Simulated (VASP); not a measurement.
# Sb (R-3m) in VASP: notebook

Sb is run at these levels: PBEsol; tasks: single point, relaxation of cell and atoms.

Program: VASP 6.6.1. These are calculated values, not measurements. Logs are shortened: lines on timing, memory, paths and dates and some standing lists are left out, and cuts for length are marked.

## (1) The cell of the first run

It takes space group R-3m (No. 166, trigonal). The conventional cell has a = 4.189 Å, b = 4.189 Å, c = 10.661 Å, α = 90.00°, β = 90.00°, γ = 120.00°. Sb (site symmetry 3m) has 6 Sb at 2.86 to 3.15 Å within 3.8 Å.

## (2) Single point, PBEsol

File INCAR:

```
  PREC = Accurate
  ENCUT = 520
  EDIFF = 1E-6
  ISMEAR = 0
  SIGMA = 0.1
  LREAL = False
  LASPH = True
  NELM = 80
  ALGO = Normal
  ISIF = 2
  LWAVE = False
  LCHARG = False
  GGA = PS
  NBANDS = 12
```

File KPOINTS:

```
Automatic mesh
0
Gamma
  6 6 6
```

File POSCAR:

```
Sb
1.0
    2.0944069645      1.2092064248      3.5535001936
   -2.0944069645      1.2092064248      3.5535001936
    0.0000000000     -2.4184128495      3.5535001936
Sb
2
Direct
    0.2386342958      0.2386342958      0.2386342958
    0.7613657042      0.7613657042      0.7613657042
```

Potentials or basis: VASP PAW PBE potentials, release 64 (Sb).

Run with:

```console
cat potpaw_PBE.64/Sb/POTCAR > POTCAR
mpirun -np 1 vasp_std > vasp.out
```

OUTCAR:

```text
PREC = Accurate
   ENCUT = 520
   EDIFF = 1E-6
   ISMEAR = 0
   LREAL = False
   LASPH = True
   NELM = 80
   ISIF = 2
   GGA = PS

 ion  position               nearest neighbor table
   1  0.239  0.239  0.239-   2 2.86   2 2.86   2 2.86   2 3.15   2 3.15   2 3.15
   2  0.761  0.761  0.761-   1 2.86   1 2.86   1 2.86   1 3.15   1 3.15   1 3.15

  LATTYP: Found a trigonal (rhomboedric) cell.
 ALAT       =     4.2983815950
 COS(alpha) =     0.5251655650

  Lattice vectors:

 A1 = (   2.0944069645,   1.2092064248,   3.5535001936)
 A2 = (  -2.0944069645,   1.2092064248,   3.5535001936)
 A3 = (   0.0000000000,  -2.4184128495,   3.5535001936)

Analysis of symmetry for initial positions (statically):
=====================================================================
 Subroutine PRICEL returns:
 Original cell was already a primitive cell.

 Routine SETGRP: Setting up the symmetry group for a
 trigonal (rhombohedral) supercell.

 Subroutine GETGRP returns: Found 12 space group operations
 (whereof 12 operations were pure point group operations)
 out of a pool of 12 trial point group operations.

The static configuration has the point symmetry D_3d.

Analysis of symmetry for dynamics (positions and initial velocities):
=====================================================================
 Subroutine PRICEL returns:
 Original cell was already a primitive cell.

 Routine SETGRP: Setting up the symmetry group for a
 trigonal (rhombohedral) supercell.

 Subroutine GETGRP returns: Found 12 space group operations
 (whereof 12 operations were pure point group operations)
 out of a pool of 12 trial point group operations.

The dynamic configuration has the point symmetry D_3d.

 Subroutine INISYM returns: Found 12 space group operations
 (whereof 12 operations are pure point group operations),
 and found     1 'primitive' translations

----------------------------------------------------------------------------------------

                                     Primitive cell

  volume of cell :      53.9969

  direct lattice vectors                    reciprocal lattice vectors
     2.094406965  1.209206425  3.553500194     0.238731063  0.137831443  0.093804225
    -2.094406965  1.209206425  3.553500194    -0.238731063  0.137831443  0.093804225
     0.000000000 -2.418412850  3.553500194     0.000000000 -0.275662886  0.093804225

  length of vectors
     4.298381595  4.298381595  4.298381595     0.291185954  0.291185954  0.291185954
[... 89 lines left out ...]
   POTIM  = 0.5000    time-step for ionic-motion
   TEBEG  =    0.0;   TEEND  =   0.0 temperature during run
   PSTRESS=    0.0 pullay stress
   NELECT =      10.0000    total number of electrons
   NUPDOWN=      -1.0000    fix difference up-down
   EMIN   =  10.00;   EMAX   =-10.00  energy-range for DOS
   EFERMI =   0.00;   METHOD = LEGACY
   ISMEAR =     0;   SIGMA  =   0.10  broadening in eV -4-tet -1-fermi 0-gaus
   EFERMI_NEDOS =   21; number of points for ismear=-14 and -15
   IALGO  =     38    algorithm
   IMIX   =      4    mixing-type and parameters
     AMIX     =   0.40;   BMIX     =  1.00
     AMIX_MAG =   1.60;   BMIX_MAG =  1.00
  volume/ion in A,a.u.               =      27.00       182.19
  Fermi-wavevector in a.u.,A,eV,Ry     =   0.933151  1.763399 11.847549  0.870770
  Thomas-Fermi vector in A             =   2.059822
   LORBIT       =      0    0 simple, 1 ext, 2 COOP (PROOUT), +10 PAW based schemes
   GGA     = PS    functional components
   LHFCALC =     F    Hartree Fock is set to
   AEXX    =    0.0000 exact exchange contribution
   IVDW    =     0    specifies the selected vdW correction
   LEPSILON=     F    determine dielectric tensor
   LRPA    =     F    only Hartree local field effects (RPA)
 non-spin polarized calculation
 Gauss-broadening in eV      SIGMA  =   0.10
  energy-cutoff  :      520.00
  volume of cell :       54.00
 maximum number of plane-waves:      1471
   NGX = 15   NGY = 15   NGZ = 15

 number of electron      10.0000000 magnetization

 Free energy of the ion-electron system (eV)
  ---------------------------------------------------
  ext. energy  EPLUGINS =         0.00000000
  ---------------------------------------------------
  free energy    TOTEN  =        -9.01946585 eV

  energy without entropy =       -9.01808840  energy(sigma->0) =       -9.01877712

 E-fermi :   8.5403     XC(G=0): -10.1635

 val. band max:        8.5303994983   @ k =   0.5000  -0.0000  -0.0000
 cond. band min:       8.7670582585   @ k =   0.5000  -0.0000  -0.0000
 fundamental gap:      0.2366587602
 Fermi energy:         8.5403111765

 k-point     1 :       0.0000    0.0000    0.0000
  band No.  band energies     occupation
      1      -4.9723      2.00000
      2       4.4304      2.00000
      3       6.3205      2.00000
      4       6.5854      2.00000
      5       6.5854      2.00000
      6      11.2078      0.00000
      7      11.6339      0.00000
      8      11.6339      0.00000
      9      13.3205      0.00000
     10      13.3205      0.00000
     11      13.4147      0.00000
     12      14.8227      0.00000
[... 331 lines left out ...]
 k-point    24 :      -0.3333    0.5000    0.1667
  band No.  band energies     occupation
      1      -1.7803      2.00000
      2      -0.3623      2.00000
      3       2.4711      2.00000
      4       3.5172      2.00000
      5       6.6132      2.00000
      6      10.7472      0.00000
      7      11.6983      0.00000
      8      14.7906      0.00000
      9      15.0427      0.00000
     10      16.0533      0.00000
     11      18.9752      0.00000
     12      19.6821      0.00000

 [... further k-points ...]

------------------------ aborting loop because EDIFF is reached ----------------------------------------

  FORCE on cell =-STRESS in cart. coord.  units (eV):
  Direction    XX          YY          ZZ          XY          YZ          ZX
  --------------------------------------------------------------------------------------
  -------------------------------------------------------------------------------------
  Total        2.3073609      2.3073609      2.1588865      0.0000000      0.0000000      0.0000000
  in kB       68.4631680     68.4631680     64.0576918      0.0000000      0.0000000      0.0000000
  external PRESSURE =      66.9946759 kB  Pullay stress =       0.0000000 kB

 VOLUME and BASIS-vectors are now :
 -----------------------------------------------------------------------------
  energy-cutoff  :      520.00
  volume of cell :       54.00
      direct lattice vectors                 reciprocal lattice vectors
     2.094406965  1.209206425  3.553500194     0.238731063  0.137831443  0.093804225
    -2.094406965  1.209206425  3.553500194    -0.238731063  0.137831443  0.093804225
     0.000000000 -2.418412850  3.553500194     0.000000000 -0.275662886  0.093804225

 POSITION                                       TOTAL-FORCE (eV/Angst)
 -----------------------------------------------------------------------------------
      0.00000      0.00000      2.54396         0.000000      0.000000      0.093571
      0.00000      0.00000      8.11654         0.000000     -0.000000     -0.093571
 -----------------------------------------------------------------------------------
    total drift:                                0.000000      0.000000      0.000000

  FREE ENERGIE OF THE ION-ELECTRON SYSTEM (eV)
  ---------------------------------------------------
  free  energy   TOTEN  =        -9.0194658531 eV

  energy  without entropy=       -9.0180883958  energy(sigma->0) =       -9.01877712
```

Wall time 20 s (1 thread of Intel Xeon 8259CL, shared host); peak memory 0.17 GiB.

What came out:

```
Free energy            : -9.0195 eV
Pressure               : 6.7 GPa
Largest force          : 0.094 eV/Å
Band gap on the k mesh : zero (band 5 reaches 8.88 eV, above the bottom of band 6 at 8.27 eV)
```

Forces in eV/Å, atoms in the order of the input:
```
Sb   0.000  0.000  0.094
Sb   0.000  0.000 -0.094
```

Caveat: the PAW data sets were made with another functional, which shifts forces and pressure a little; spin-orbit coupling is left out, which moves the levels of the heavy elements.

## (3) Single point, PBEsol

File INCAR:

```
SYSTEM = Sb
ALGO = Normal ; EDIFF = 1E-6
ENCUT = 520 ; GGA = PS
ISIF = 2 ; ISMEAR = 0
LASPH = .TRUE. ; LCHARG = .FALSE.
LREAL = .FALSE. ; LWAVE = .FALSE.
NBANDS = 12 ; NELM = 60
PREC = Accurate ; SIGMA = 0.1
```

File KPOINTS:

```
k-points
0
G
  6 6 6
  0 0 0
```

POSCAR is that of step 2.

Potentials or basis: VASP PAW PBE potentials, release 64 (Sb).

Run with:

```console
cat potpaw_PBE.64/Sb/POTCAR > POTCAR
mpirun -np 1 vasp_std > vasp.out
```

It took 21 s on 1 thread of Intel Xeon 8259CL, shared host; peak memory 0.17 GiB.

It converged, with:

```yaml
Free_energy: -9.0195 eV
Pressure: 6.7 GPa
Largest_force: 0.094 eV/Å
Band_gap_on_the_k_mesh: zero (band 5 reaches 8.88 eV, above the bottom of band 6 at 8.27 eV)
```

Forces on the atoms (eV/Å):
```
Sb   0.000  0.000  0.094
Sb   0.000  0.000 -0.094
```

Stress tensor (GPa, compression positive):
```
6.85 0.00 0.00
0.00 6.85 0.00
0.00 0.00 6.41
```

Levels at points of the mesh, in eV from the Fermi level:
```csv
k point,band 1,band 2,band 3,band 4,band 5,band 6,band 7,band 8,band 9,band 10
"(0.00, 0.00, 0.00)",-13.51,-4.11,-2.22,-1.95,-1.95,2.67,3.09,3.09,4.78,4.78
"(0.50, 0.00, 0.00)",-10.76,-10.23,-1.75,-1.63,-0.49,-0.05,-0.01,0.23,8.14,8.82
"(0.50, 0.50, 0.00)",-10.71,-7.90,-6.25,-4.27,-4.14,1.33,5.64,5.92,8.12,9.12
"(0.50, 0.50, 0.50)",-11.37,-9.80,-1.27,-1.27,-0.27,-0.27,-0.18,0.98,7.77,9.07
```

Caveat: the PAW data sets were made with another functional, which shifts forces and pressure a little; spin-orbit coupling is left out, which moves the levels of the heavy elements.

[end of part 1 of 2]
